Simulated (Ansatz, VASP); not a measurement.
# In: VASP beside Ansatz

```
In
1.0
    -1.62547    1.62547    2.47370
     1.62547   -1.62547    2.47370
     1.62547    1.62547   -2.47370
In
1
Direct
  0.00000 0.00000 0.00000
```

Alike in both runs: task single point; functional LDA; k mesh 11 × 11 × 11; occupations fermi-dirac, width 0.15 eV; collinear spin.

```csv
,VASP,Ansatz
version,VASP 6.6.1,Ansatz 0.2.0
potentials or method,"VASP PAW LDA potentials, release 64 (In_d), cutoff 500 eV","all-electron LAPW, scalar-relativistic"
```

```tsv
	VASP	Ansatz	Ansatz less VASP
gap on the k mesh at the Fermi level (eV)	none	none	-
pressure (GPa)	-2.4	-2.5	-0.06
traceless stress, the component that is largest in VASP (GPa)	-0.19	-0.17	+0.021
net moment per atom (μB)	0.00	0.00	0.000
```

LDA's correlation is that of Perdew and Zunger in VASP and of Perdew and Wang (1992) in Ansatz. A gap of «none» marks a metal or a gap that the smearing closes. Ansatz ran all-electron here, and VASP with PAW potentials.
